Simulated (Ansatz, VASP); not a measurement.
## One calculation of Cu, two programs

File INCAR:

```
  PREC = Accurate
  ENCUT = 520
  EDIFF = 1E-6
  ISMEAR = 0
  SIGMA = 0.1
  LREAL = F
  LASPH = T
  NELM = 80
  ALGO = Fast
  ISIF = 2
  LWAVE = F
  LCHARG = T
  GGA = PS
  LELF = T
  LVHAR = T
  NBANDS = 30
```

Contents of KPOINTS:

```
regular mesh
0
Gamma
  30 30 10
```

The input POSCAR:

```
Cu
1.0
    2.5213885043      0.0000000000      0.0000000000
   -1.2606942521      2.1835864975      0.0000000000
    0.0000000000      0.0000000000      8.2253915808
Cu
4
Direct
    0.0000000000      0.0000000000      0.0000000000
    0.3333333333      0.6666666667      0.2500000000
    0.0000000000      0.0000000000      0.5000000000
    0.6666666667      0.3333333333      0.7500000000
```

Input for Ansatz:

```yaml
crystal:
  lattice:
    - [2.5213884511, 0.0, 0.0]
    - [-1.2606942256, 2.1835864514, 0.0]
    - [0.0, 0.0, 8.2253918056]
  atoms:
    - { symbol: Cu, position: [0.0, 0.0, 0.0] }
    - { symbol: Cu, position: [0.3333333333, 0.6666666667, 0.25] }
    - { symbol: Cu, position: [0.0, 0.0, 0.5] }
    - { symbol: Cu, position: [0.6666666667, 0.3333333333, 0.75] }
basis:
  ecutwfc: 420
kpoints:
  mp_grid: { grid: [30, 30, 10] }
hamiltonian:
  xc: pbesol
scf:
  occupations: { method: gaussian, width: 0.1 }
output:
  forces: true
  stress: true
  eigenvalues: true
  write_density: true
  write_potential: true
  elf: true
  volumetric_format: npy
```

Alike in both runs: task single point; functional PBEsol; k mesh 30 × 30 × 10; occupations gaussian, width 0.1 eV; no spin polarisation.

|  | VASP | Ansatz |
| --- | --- | --- |
| version | VASP 6.6.1 | Ansatz 0.2.0 |
| potentials or method | VASP PAW PBE potentials, release 64 (Cu), cutoff 520 eV | scalar-relativistic, plane waves, PAW |
| valence electrons in the cell | 44 | 76 |

VASP gave:

| Quantity | Value |
| --- | --- |
| gap on the k mesh at the Fermi level (eV) | none |
| pressure (GPa) | 0.7 |
| traceless stress, the component that is largest in VASP (GPa) | 0.54 |

Question: What did Ansatz give for the same quantities?

Answer: gap on the k mesh at the Fermi level (eV): none; pressure (GPa): -0.1; traceless stress, the component that is largest in VASP (GPa): 0.53.

VASP's potentials were made for PBE, not for PBEsol. A gap of «none» marks a metal or a gap that the smearing closes. VASP's potentials hold 44 valence electrons a cell and Ansatz's 76, so a difference there can come from the potentials and not from the codes.
